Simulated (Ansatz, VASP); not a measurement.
## LaTl3 in VASP and in Ansatz

```
La Tl
1.0
     4.79900    0.00000    0.00000
     0.00000    4.79900    0.00000
     0.00000    0.00000    4.89498
La Tl
1 3
Cartesian
  0.0000 0.0000 0.0000
  0.0000 2.3995 2.4475
  2.3995 0.0000 2.4475
  2.3995 2.3995 0.0000
```

Change from the starting cell: zz strain of +2 %, crystal datasets.

Alike in both runs: task electric field gradients; functional PBEsol; k mesh 8 × 8 × 8; occupations fermi-dirac, width 0.05 eV; no spin polarisation.

```csv
,VASP,Ansatz
version,VASP 6.6.1,Ansatz 0.2.0
potentials or method,"VASP PAW PBE potentials, release 64 (La, Tl_d), cutoff 520 eV","all-electron PAW with datasets made for the crystal, scalar-relativistic"
```

|  | VASP | Ansatz | Ansatz less VASP |
| --- | --- | --- | --- |
| pressure (GPa) | -1.2 | -1.1 | +0.10 |
| traceless stress, the component that is largest in VASP (GPa) | -0.45 | -0.45 | +0.001 |
| size of Vzz on the site where it differs most (V/Å²) | 263.7 | 254.8 | -8.92 |

VASP's potentials were made for PBE, not for PBEsol. Ansatz ran all-electron here, and VASP with PAW potentials.

Neither program's run includes spin-orbit coupling.
